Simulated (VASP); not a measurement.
A run of VASP 6.6.1 is set up as follows.

INCAR

```
SYSTEM = EuMo
PREC = Accurate ; ENCUT = 520
EDIFF = 1E-7 ; ISMEAR = -1
SIGMA = 0.05 ; LREAL = .FALSE.
LASPH = .TRUE. ; NELM = 150
ALGO = Normal ; ISIF = 2
LWAVE = .FALSE. ; LCHARG = .TRUE.
ISPIN = 2 ; MAGMOM = 7 1
LORBIT = 11 ; LMAXMIX = 6
GGA = PE ; LELF = .TRUE.
LVHAR = .TRUE. ; NBANDS = 26
```

File KPOINTS:

```
regular mesh
0
G
  6 6 6
  0 0 0
```

Contents of POSCAR:

```
EuMo
1.0
    3.5314500000      0.0000000000      0.0000000000
    0.0000000000      3.5314500000      0.0000000000
    0.0000000000      0.0000000000      3.5314500000
Eu Mo
1 1
Direct
    0.5000000000      0.5000000000      0.5000000000
    0.0000000000      0.0000000000      0.0000000000
```

Potentials or basis: VASP PAW PBE potentials, release 64 (Eu, Mo_sv).

Run with:

```bash
$ cat potpaw_PBE.64/Eu/POTCAR potpaw_PBE.64/Mo_sv/POTCAR > POTCAR
$ mpirun -np 1 vasp_std > vasp.out
```

(1) Predict the net moment.

(2) Estimate the pressure.

(3) Estimate the site moments.

## Answers

(1) 5.47 μB per cell.

(2) -0.2 GPa.

(3) Eu +6.29; Mo -1.00 μB.
